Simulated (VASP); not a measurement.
# TiO2 (P1) in VASP: a series of runs, part 2 of 2

VASP 6.6.1.

### 4 Single point, PBE+D3(BJ) (the part above a cut slid along it)

Contents of INCAR:

```
SYSTEM = TiO2
PREC = Accurate ; ENCUT = 600
EDIFF = 1E-6 ; ISMEAR = 0
SIGMA = 0.05 ; LREAL = .FALSE.
LASPH = .TRUE. ; NELM = 120
ALGO = Normal ; ISIF = 2
LWAVE = .FALSE. ; LCHARG = .TRUE.
GGA = PE ; IVDW = 12
LELF = .TRUE. ; LVHAR = .TRUE.
NBANDS = 60 ; GGA_COMPAT = .FALSE.
```

Contents of KPOINTS:

```
regular mesh
0
G
  9 6 3
  0 0 0
```

Contents of POSCAR:

```
TiO2
1.0
    1.4862023626     -2.5741780023      0.0000000000
    1.4862023626     -0.8580593341     -4.8692577686
    9.9080157506      4.5763164487     -3.2461718457
Ti O
4 8
Direct
    0.0000000000     -0.6333666667      0.9500500000
    0.5000000000     -0.1333666667      0.2000500000
    0.0000000000     -0.3000333333      0.4500500000
    0.5000000000     -0.4667000000      0.7000500000
    0.9006209969      0.1319890066      0.1001534995
    0.4006209968     -0.0346776600      0.3501534995
    0.9006209969     -0.2013443267      0.6001534995
    0.4006209969     -0.3680109934      0.8501534995
    0.5993790032      0.7679443267      0.0499465005
    0.0993790032      0.6012776600      0.2999465005
    0.5993790032      0.4346109934      0.5499465005
    0.0993790032      0.2679443267      0.7999465005
```

Potentials or basis: VASP PAW PBE potentials, release 64 (Ti_sv, O).

Command:

```bash
cat potpaw_PBE.64/Ti_sv/POTCAR potpaw_PBE.64/O/POTCAR > POTCAR
mpirun -np 1 vasp_std > vasp.out
```

OUTCAR:

```text
SYSTEM = TiO2
   PREC = Accurate
   ENCUT = 600
   EDIFF = 1E-6
   ISMEAR = 0
   LREAL = .FALSE.
   LASPH = .TRUE.
   NELM = 120
   ISIF = 2
   GGA = PE
   IVDW = 12
 IVDW          = 12

 ion  position               nearest neighbor table
   1  0.000  0.367  0.950-   5 1.65   8 1.97   8 1.97  12 1.97
   2  0.500  0.867  0.200-   5 1.97  10 1.97  10 1.97   5 1.97   9 1.97   6 1.97
   3  0.000  0.700  0.450-   6 1.97  11 1.97   6 1.97  11 1.97   7 1.97  10 1.97
   4  0.500  0.533  0.700-   7 1.97  12 1.97  12 1.97   7 1.97  11 1.97   8 1.97
   5  0.901  0.132  0.100-   1 1.65   2 1.97   2 1.97
[... 1751 lines left out ...]
 VOLUME and BASIS-vectors are now :
 -----------------------------------------------------------------------------
  energy-cutoff  :      600.00
  volume of cell :      149.03
      direct lattice vectors                 reciprocal lattice vectors
     1.486202363 -2.574178002  0.000000000     0.168213970 -0.291355143  0.102685055
     1.486202363 -0.858059334 -4.869257769    -0.056071323 -0.032372794 -0.216779560
     9.908015751  4.576316449 -3.246171846     0.084106985  0.048559191  0.017114176

 POSITION                                       TOTAL-FORCE (eV/Angst)
 -----------------------------------------------------------------------------------
      9.95800      4.03314     -4.86926        -4.473200     -3.297840     -3.488105
      4.01319     -1.11522     -4.86926        -2.001160     -1.282937      4.875199
      5.49939      1.45896     -4.86926        -0.543352     -0.304447     -0.151183
      8.47180      1.45896     -4.86926        -0.770353     -0.505040      0.190286
      2.52699     -1.97328     -0.96780         2.722062      3.148106     -0.579999
      5.49939     -0.25716     -5.83706         0.510192      0.270776     -0.253483
      8.47180     -0.25716     -5.83706         0.344057      0.198801     -0.105806
      9.95800      2.31702     -5.83706         1.422415      0.251128      1.248152
      2.52699     -1.97328     -3.90145         1.984709      0.889563     -1.222985
      4.01319      0.60090     -3.90145         0.129584      0.062423     -0.429276
      6.98560      0.60090     -3.90145         0.285914      0.176482      0.090033
      8.47180      3.17508     -3.90145         0.389130      0.392985     -0.172833
 -----------------------------------------------------------------------------------
    total drift:                                0.000905     -0.000104     -0.000065

  FREE ENERGIE OF THE ION-ELECTRON SYSTEM (eV)
  ---------------------------------------------------
  free  energy   TOTEN  =      -104.8739551666 eV

  energy  without entropy=     -104.8739551666  energy(sigma->0) =     -104.87395517
```

OSZICAR:

```text
N       E                     dE             d eps       ncg     rms          rms(c)
DAV:   1     0.160215704762E+04    0.16022E+04   -0.51997E+04  9848   0.204E+03
DAV:   2     0.200749820759E+03   -0.14014E+04   -0.13323E+04 10028   0.611E+02
DAV:   3    -0.109441089565E+03   -0.31019E+03   -0.29900E+03 12736   0.249E+02
[... 14 lines left out ...]
DAV:  18    -0.102443466760E+03    0.18806E-03   -0.46629E-04 13084   0.146E-01    0.631E-02
DAV:  19    -0.102443404413E+03    0.62347E-04   -0.13925E-04 15184   0.716E-02    0.251E-02
DAV:  20    -0.102443416227E+03   -0.11814E-04   -0.70318E-05 14200   0.446E-02    0.375E-02
DAV:  21    -0.102443395800E+03    0.20427E-04   -0.37224E-05 13860   0.352E-02    0.770E-03
DAV:  22    -0.102443395872E+03   -0.71946E-07   -0.50721E-06 10712   0.131E-02
   1 F= -.10487396E+03 E0= -.10487396E+03  d E =-.204519E-12
```

It took 56 min on 1 thread of Oxide Virtual Turin-like, shared host; peak memory 0.7 GiB.

Results:

```
Free energy                : -104.8740 eV
Pressure                   : 2.1 GPa
Largest force              : 6.561 eV/Å
Band gap on the k mesh     : 0.62 eV
Dispersion energy per atom : -0.203 eV
```

Forces in eV/Å, atoms in the order of the input:
```
Ti  -4.473 -3.298 -3.488
Ti  -2.001 -1.283  4.875
Ti  -0.543 -0.304 -0.151
Ti  -0.770 -0.505  0.190
O    2.722  3.148 -0.580
O    0.510  0.271 -0.253
O    0.344  0.199 -0.106
O    1.422  0.251  1.248
O    1.985  0.890 -1.223
O    0.130  0.062 -0.429
O    0.286  0.176  0.090
O    0.389  0.393 -0.173
```

Caveat: the cell differs from its parent crystal (the part above a cut slid along it); the stress differs along the axes, from -4 to 8 GPa; forces of over 1 eV/Å act on the atoms, so gaps and moduli don't describe the material at rest.

### 5 The runs side by side

| cell | gap on the mesh (eV) | pressure (GPa) | largest force (eV/Å) |
| --- | --- | --- | --- |
| a = 2.972, b = 5.163, c = 10.344 Å, angles 78.9, 84.5, 73.3°, 12 atoms | 2.15 | 16.9 | 30.40 |
| a = 2.972, b = 5.163, c = 11.945 Å, angles 58.2, 79.2, 73.3°, 12 atoms | 1.39 | 1.8 | 4.60 |
| a = 2.972, b = 5.163, c = 11.386 Å, angles 63.1, 85.0, 73.3°, 12 atoms | 0.62 | 2.1 | 6.56 |

Alike in all rows: task single point; level PBE+D3(BJ); potentials or basis VASP PAW PBE potentials, release 64 (Ti_sv, O); no spin polarisation; k mesh 9 × 6 × 3; cutoff (eV) 600; smearing gaussian 0.05 eV.

Caveats: forces of over 1 eV/Å act on the atoms, so gaps and moduli don't describe the material at rest; atoms lie so close that the PAW spheres overlap strongly, which falsifies energies and pressures (at least some runs); the stress differs along the axes, from 7 to 23 GPa (at least some runs); the stress differs along the axes, from -5 to 6 GPa (at least some runs); the stress differs along the axes, from -4 to 8 GPa (at least some runs).

Total energies depend on the potentials used, so only differences within one code and one set of settings carry meaning.
